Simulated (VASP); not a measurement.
# Cr: single point with PBE

Cr:

```
CELL_PARAMETERS angstrom
1.13935 -2.45047 0.00000
1.13935 2.45047 0.00000
0.00000 0.00000 4.03703
ATOMIC_POSITIONS crystal
Cr 0.87053 0.12947 0.75000
Cr 0.12947 0.87053 0.25000
```

| Item | Value |
| --- | --- |
| Program | VASP 6.6.1 |
| Task | single point |
| Functional | PBE |
| Potentials or basis | VASP PAW PBE potentials, release 64 (Cr_pv) |
| Cutoff | 520 eV |
| k mesh | 13 × 13 × 7 |
| Occupations | fermi-dirac, width 0.05 eV |
| Spin | collinear spin, ferromagnetic start |
| Starting moments | [3.0, 3.0] μB |

```json
{
  "Pressure": "12.9 GPa",
  "Largest force": "0.192 eV/Å",
  "Band gap on the k mesh": "zero (filled and empty bands overlap)",
  "Net moment": "0.00 μB per cell",
  "Valence electrons inside the program's atomic spheres": "Cr 11.16"
}
```

Forces in eV/Å, atoms in the order of the input:
```
Cr   0.000  0.192  0.000
Cr   0.000 -0.192  0.000
```

Stress tensor (GPa, compression positive):
```
13.21  0.00  0.00
 0.00  9.30  0.00
 0.00  0.00 16.11
```

Levels at points of the mesh, in eV from the Fermi level:
Spin up:
```csv
k point,band 10,band 11,band 12,band 13,band 14,band 15
"(0.00, 0.00, 0.00)",-1.99,-0.90,0.18,1.05,1.06,1.08
```
Spin down:
| k point | band 9 | band 10 | band 11 | band 12 | band 13 | band 14 | band 15 | band 16 |
| --- | --- | --- | --- | --- | --- | --- | --- | --- |
| (0.00, 0.00, 0.00) | -2.22 | -1.99 | -0.90 | 0.18 | 1.05 | 1.06 | 1.08 | 1.75 |

Run time: 110 s on 1 thread of AMD EPYC 9R45 96-Core Processor (Zen 5), with other jobs on the host, peak memory 0.22 GiB.

Caveat: the stress differs along the axes, from 9 to 16 GPa; an empty level that is flat over the whole mesh can mark a ghost state of the potentials, or a narrow d or f band; the moments typed at the start vanished in this run.
